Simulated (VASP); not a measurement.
# SnSe (wurtzite type) (P6_3mc) in VASP: electric field gradients with PBE

Aim: the electric field gradients of SnSe (wurtzite type) with PBE.

Everything below comes from runs of VASP 6.6.1. Logs are shortened: lines on timing, memory, paths and dates and some standing lists are left out, and cuts for length are marked.

### Step 1. The cell of the first run

It takes space group P6_3mc (No. 186, hexagonal). The conventional cell has a = 5.110 Å, b = 5.110 Å, c = 6.165 Å, α = 90.00°, β = 90.00°, γ = 120.00°. Within 3.8 Å of Sn (site symmetry 3m) lie 5 Se at 2.87 to 3.30 Å. Within 3.8 Å of Se (site symmetry 3m) lie 5 Sn at 2.87 to 3.30 Å.

### Step 2. Electric field gradients, PBE

The input, INCAR:

```
ALGO = Normal ; EDIFF = 1E-8
ENCUT = 520 ; GGA = PE
ISIF = 2 ; ISMEAR = -1
LASPH = T ; LCHARG = F
LEFG = T ; LREAL = F
LWAVE = F ; NBANDS = 28
NELM = 100 ; PREC = Accurate
SIGMA = 0.08
```

The input, KPOINTS:

```
k-points
0
Gamma
  11 11 6
```

The input, POSCAR:

```
SnSe
1.0
    5.1099226455      0.0000000000      0.0000000000
   -2.5549613227      4.4253228224      0.0000000000
    0.0000000000      0.0000000000      6.1646424464
Sn Se
2 2
Direct
    0.3333333333      0.6666666667     -0.0445924335
    0.6666666667      0.3333333333      0.4554075665
    0.3333333333      0.6666666667      0.4205924335
    0.6666666667      0.3333333333      0.9205924335
```

Potentials or basis: VASP PAW PBE potentials, release 64 (Sn_d, Se).

Run with:

```
$ cat potpaw_PBE.64/Sn_d/POTCAR potpaw_PBE.64/Se/POTCAR > POTCAR
$ mpirun -np 1 vasp_std > vasp.out
```

OUTCAR:

```text
EDIFF = 1E-8
   ENCUT = 520
   GGA = PE
   ISIF = 2
   ISMEAR = -1
   LASPH = T
   LREAL = F
   NELM = 100
   PREC = Accurate

 ion  position               nearest neighbor table
   1  0.333  0.667  0.955-   3 2.87   4 2.96   4 2.96   4 2.96
   2  0.667  0.333  0.455-   4 2.87   3 2.96   3 2.96   3 2.96
   3  0.333  0.667  0.421-   1 2.87   2 2.96   2 2.96   2 2.96
   4  0.667  0.333  0.921-   2 2.87   1 2.96   1 2.96   1 2.96

  LATTYP: Found a hexagonal cell.
 ALAT       =     5.1099226455
 C/A-ratio  =     1.2064062167

  Lattice vectors:

 A1 = (   5.1099226455,   0.0000000000,   0.0000000000)
 A2 = (  -2.5549613227,   4.4253228224,   0.0000000000)
 A3 = (   0.0000000000,   0.0000000000,   6.1646424464)

Analysis of symmetry for initial positions (statically):
=====================================================================
 Subroutine PRICEL returns:
 Original cell was already a primitive cell.

 Routine SETGRP: Setting up the symmetry group for a
 hexagonal supercell.

 Subroutine GETGRP returns: Found 12 space group operations
 (whereof  6 operations were pure point group operations)
 out of a pool of 24 trial point group operations.

The static configuration has the point symmetry C_3v.
 The point group associated with its full space group is C_6v.

Analysis of symmetry for dynamics (positions and initial velocities):
=====================================================================
 Subroutine PRICEL returns:
 Original cell was already a primitive cell.

 Routine SETGRP: Setting up the symmetry group for a
 hexagonal supercell.

 Subroutine GETGRP returns: Found 12 space group operations
 (whereof  6 operations were pure point group operations)
 out of a pool of 24 trial point group operations.

The dynamic configuration has the point symmetry C_3v.
 The point group associated with its full space group is C_6v.

 Subroutine INISYM returns: Found 12 space group operations
 (whereof  6 operations are pure point group operations),
 and found     1 'primitive' translations

----------------------------------------------------------------------------------------

                                     Primitive cell

  volume of cell :     139.4014

  direct lattice vectors                    reciprocal lattice vectors
     5.109922646  0.000000000  0.000000000     0.195697679  0.112986107  0.000000000
    -2.554961323  4.425322822  0.000000000     0.000000000  0.225972215  0.000000000
     0.000000000  0.000000000  6.164642446     0.000000000  0.000000000  0.162215410

  length of vectors
     5.109922646  5.109922645  6.164642446     0.225972215  0.225972215  0.162215410

  position of ions in fractional coordinates (direct lattice)
     0.333333333  0.666666667  0.955407566
     0.666666667  0.333333333  0.455407566
     0.333333333  0.666666667  0.420592433
     0.666666667  0.333333333  0.920592433

  ion indices of the primitive-cell ions
   primitive index   ion index
                 1           1
                 2           2
                 3           3
                 4           4

----------------------------------------------------------------------------------------

 KPOINTS: k-points

Automatic generation of k-mesh.
 Grid dimensions read from file:
 generate k-points for:   11   11    6

 Generating k-lattice:

  Cartesian coordinates                     Fractional coordinates (reciprocal lattice)
     0.017790698  0.010271464  0.000000000     0.090909091 -0.000000000  0.000000000
     0.000000000  0.020542929  0.000000000     0.000000000  0.090909091  0.000000000
     0.000000000  0.000000000  0.027035902     0.000000000  0.000000000  0.166666667

  Length of vectors
[... 39 lines left out ...]
   total plane-waves  NPLWV =  76800
   dimension x,y,z NGX =    40 NGY =   40 NGZ =   48
   dimension x,y,z NGXF=    80 NGYF=   80 NGZF=   96
   ions per type =               2   2
   NGX,Y,Z   is equivalent  to a cutoff of  13.01, 13.01, 12.94 a.u.
   NGXF,Y,Z  is equivalent  to a cutoff of  26.03, 26.03, 25.89 a.u.
 SYSTEM =  unknown system
   PREC   = accura    normal or accurate (medium, high low for compatibility)
   ISTART =      0    job   : 0-new  1-cont  2-samecut
   ICHARG =      2    charge: 1-file 2-atom 10-const
   ISPIN  =      1    spin polarized calculation?
   LNONCOLLINEAR =      F non collinear calculations
   LSORBIT =      F    spin-orbit coupling
   LASPH  =      T    aspherical Exc in radial PAW
   ENCUT  =  520.0 eV  38.22 Ry    6.18 a.u.   9.50  9.50 11.46*2*pi/ulx,y,z
   NELM   =    100;   NELMIN=  2; NELMDL= -5     # of ELM steps
   EDIFF  = 0.1E-07   stopping-criterion for ELM
   LREAL  =      F    real-space projection
   EDIFFG = 0.1E-06   stopping-criterion for IOM
   NSW    =      0    number of steps for IOM
   IBRION =     -1    ionic relax: 0-MD 1-quasi-New 2-CG
   NFREE  =      0    steps in history (QN), initial steepest desc. (CG)
   ISIF   =      2    stress and relaxation
   ISYM   =      2    0-nonsym 1-usesym 2-fastsym
   POTIM  = 0.5000    time-step for ionic-motion
   TEBEG  =    0.0;   TEEND  =   0.0 temperature during run
   PSTRESS=    0.0 pullay stress
   NELECT =      40.0000    total number of electrons
   NUPDOWN=      -1.0000    fix difference up-down
   EMIN   =  10.00;   EMAX   =-10.00  energy-range for DOS
   EFERMI =   0.00;   METHOD = LEGACY
   ISMEAR =    -1;   SIGMA  =   0.08  broadening in eV -4-tet -1-fermi 0-gaus
   EFERMI_NEDOS =   21; number of points for ismear=-14 and -15
   IALGO  =     38    algorithm
   IMIX   =      4    mixing-type and parameters
     AMIX     =   0.40;   BMIX     =  1.00
     AMIX_MAG =   1.60;   BMIX_MAG =  1.00
  volume/ion in A,a.u.               =      34.85       235.18
  Fermi-wavevector in a.u.,A,eV,Ry     =   1.079790  2.040506 15.863650  1.165945
  Thomas-Fermi vector in A             =   2.215764
   LORBIT       =      0    0 simple, 1 ext, 2 COOP (PROOUT), +10 PAW based schemes
   GGA     = PE    functional components
   LHFCALC =     F    Hartree Fock is set to
   AEXX    =    0.0000 exact exchange contribution
   IVDW    =     0    specifies the selected vdW correction
   LEPSILON=     F    determine dielectric tensor
   LRPA    =     F    only Hartree local field effects (RPA)
 non-spin polarized calculation
  energy-cutoff  :      520.00
  volume of cell :      139.40
 maximum number of plane-waves:      3802
 NGX is ok and might be reduce to    40
   NGX = 19   NGY = 19   NGZ = 23

 number of electron      40.0000006 magnetization

 Free energy of the ion-electron system (eV)
  ---------------------------------------------------
  ext. energy  EPLUGINS =         0.00000000
  ---------------------------------------------------
  free energy    TOTEN  =       -16.04680126 eV

  energy without entropy =      -16.04622816  energy(sigma->0) =      -16.04651471

 E-fermi :   3.9089     XC(G=0):  -8.2191

 val. band max:        3.5493063726   @ k =   0.3636   0.2727   0.5000
 cond. band min:       4.3772769056   @ k =   0.3636   0.2727   0.5000
 fundamental gap:      0.8279705329
 Fermi energy:         3.9089013293

 k-point     1 :       0.0000    0.0000    0.0000
  band No.  band energies     occupation
      1     -18.1402      2.00000
      2     -18.1394      2.00000
      3     -18.1394      2.00000
      4     -18.1392      2.00000
      5     -18.1392      2.00000
      6     -18.1263      2.00000
[... 733 lines left out ...]
     27       8.8797      0.00000
     28       9.4148      0.00000

 [... further k-points ...]

------------------------ aborting loop because EDIFF is reached ----------------------------------------

  FORCE on cell =-STRESS in cart. coord.  units (eV):
  Direction    XX          YY          ZZ          XY          YZ          ZX
  --------------------------------------------------------------------------------------
  -------------------------------------------------------------------------------------
  Total        0.0064595      0.0064595      0.0104252      0.0000000      0.0000000      0.0000000
  in kB        0.0742402      0.0742402      0.1198195      0.0000000      0.0000000      0.0000000
  external PRESSURE =       0.0894333 kB  Pullay stress =       0.0000000 kB

 VOLUME and BASIS-vectors are now :
 -----------------------------------------------------------------------------
  energy-cutoff  :      520.00
  volume of cell :      139.40
      direct lattice vectors                 reciprocal lattice vectors
     5.109922646  0.000000000  0.000000000     0.195697679  0.112986107  0.000000000
    -2.554961323  4.425322822  0.000000000     0.000000000  0.225972215  0.000000000
     0.000000000  0.000000000  6.164642446     0.000000000  0.000000000  0.162215410

 POSITION                                       TOTAL-FORCE (eV/Angst)
 -----------------------------------------------------------------------------------
     -0.00000      2.95022      5.88975         0.000000     -0.000000     -0.005952
      2.55496      1.47511      2.80742        -0.000000      0.000000     -0.005952
     -0.00000      2.95022      2.59280         0.000000      0.000000      0.005952
      2.55496      1.47511      5.67512         0.000000     -0.000000      0.005952
 -----------------------------------------------------------------------------------
    total drift:                               -0.000000      0.000000     -0.000320

  FREE ENERGIE OF THE ION-ELECTRON SYSTEM (eV)
  ---------------------------------------------------
  free  energy   TOTEN  =       -16.0468012632 eV

  energy  without entropy=      -16.0462281599  energy(sigma->0) =      -16.04651471

 Electric field gradients (V/A^2)
---------------------------------------------------------------------
 ion       V_xx      V_yy      V_zz      V_xy      V_xz      V_yz
---------------------------------------------------------------------
   1       8.628     8.626   -17.255    -0.002     0.000    -0.000
   2       8.628     8.626   -17.255    -0.002    -0.000     0.000
   3      -1.418    -1.418     2.836     0.000    -0.000     0.000
   4      -1.418    -1.418     2.836     0.000     0.000    -0.000
---------------------------------------------------------------------

 Electric field gradients after diagonalization (V/A^2)
 (convention: |V_zz| > |V_xx| > |V_yy|)
----------------------------------------------------------------------
 ion       V_xx      V_yy      V_zz     asymmetry (V_yy - V_xx)/ V_zz
----------------------------------------------------------------------
   1       8.629     8.625   -17.255       0.000
   2       8.629     8.625   -17.255       0.000
   3      -1.419    -1.418     2.836       0.000
   4      -1.419    -1.418     2.836       0.000
----------------------------------------------------------------------

           NMR quadrupolar parameters

 Cq : quadrupolar parameter    Cq=e*Q*V_zz/h
 eta: asymmetry parameters     (V_yy - V_xx)/ V_zz
 Q  : nuclear electric quadrupole moment in mb (millibarn)
----------------------------------------------------------------------
 ion       Cq(MHz)       eta       Q (mb)
----------------------------------------------------------------------
   1      -0.042       0.000       1.000
   2      -0.042       0.000       1.000
   3       0.007       0.000       1.000
   4       0.007       0.000       1.000
----------------------------------------------------------------------
```

It took 4.9 min on 1 thread of Intel Xeon 6975P-C, shared host; peak memory 0.4 GiB.

Results:

```
Free energy            : -16.0468 eV
Pressure               : 0.0 GPa
Largest force          : 0.006 eV/Å
Band gap on the k mesh : 0.83 eV, direct
```

Forces in eV/Å, atoms in the order of the input:
```
Sn   0.000  0.000 -0.006
Sn   0.000  0.000 -0.006
Se   0.000  0.000  0.006
Se   0.000  0.000  0.006
```

Levels at points of the mesh, in eV from the valence-band top:
```csv
k point,band 16,band 17,band 18,band 19,band 20,band 21,band 22,band 23,band 24,band 25
"(0.00, 0.00, 0.00)",-3.48,-3.48,-2.24,-2.24,-2.20,1.13,1.13,2.65,2.65,4.18
"(0.00, 0.00, 0.50)",-2.90,-2.90,-2.90,-1.54,-1.54,1.57,1.57,1.57,1.57,1.99
```

Electric field gradients, principal values (V/Å²):
```tsv
atom	least	middle	greatest (by size)
1 Sn	8.625	8.629	-17.255
2 Sn	8.625	8.629	-17.255
3 Se	-1.418	-1.419	2.836
4 Se	-1.418	-1.419	2.836
```

Caveat: without QUAD_EFG the Cq values of the log hold for a quadrupole moment of 1 mb, not for the nuclei; spin-orbit coupling is left out, which moves the levels of the heavy elements. A k mesh can miss the band edges.
